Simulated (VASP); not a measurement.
Input of a VASP 6.6.1 run:

File INCAR:

```
SYSTEM = SnSe
ALGO = Normal
EDIFF = 1E-6
ENCUT = 520
GGA = PE
ISIF = 2
ISMEAR = 0
LASPH = .True.
LCHARG = .True.
LELF = .True.
LREAL = .False.
LVHAR = .True.
LWAVE = .False.
NBANDS = 39
NELM = 60
PREC = Accurate
SIGMA = 0.1
```

The input KPOINTS:

```
k-points
0
Gamma
  9 9 8
  0 0 0
```

POSCAR

```
SnSe
1.0
    6.6702757227      0.0000000000      0.0000000000
   -3.3351378614      5.7766282261      0.0000000000
    0.0000000000      0.0000000000      4.5436991672
Sn Se
3 3
Direct
    0.5000000000      0.0000000000      0.0000000000
    0.5000000000      0.5000000000      0.0000000000
    0.0000000000      0.5000000000      0.0000000000
    0.0000000000      0.0000000000      0.0000000000
    0.3333333333      0.6666666667      0.5000000000
    0.6666666667      0.3333333333      0.5000000000
```

Potentials or basis: VASP PAW PBE potentials, release 64 (Sn_d, Se).

Launch:

```console
$ cat potpaw_PBE.64/Sn_d/POTCAR potpaw_PBE.64/Se/POTCAR > POTCAR
$ mpirun -np 1 vasp_std > vasp.out
```

Task: Predict the pressure.

Result: 0.0 GPa.

Task: Estimate the band gap on the k mesh.

Result: Zero (band 30 reaches 5.18 eV, above the bottom of band 31 at 4.12 eV).

Caveat: spin-orbit coupling is left out, which moves the levels of the heavy elements.
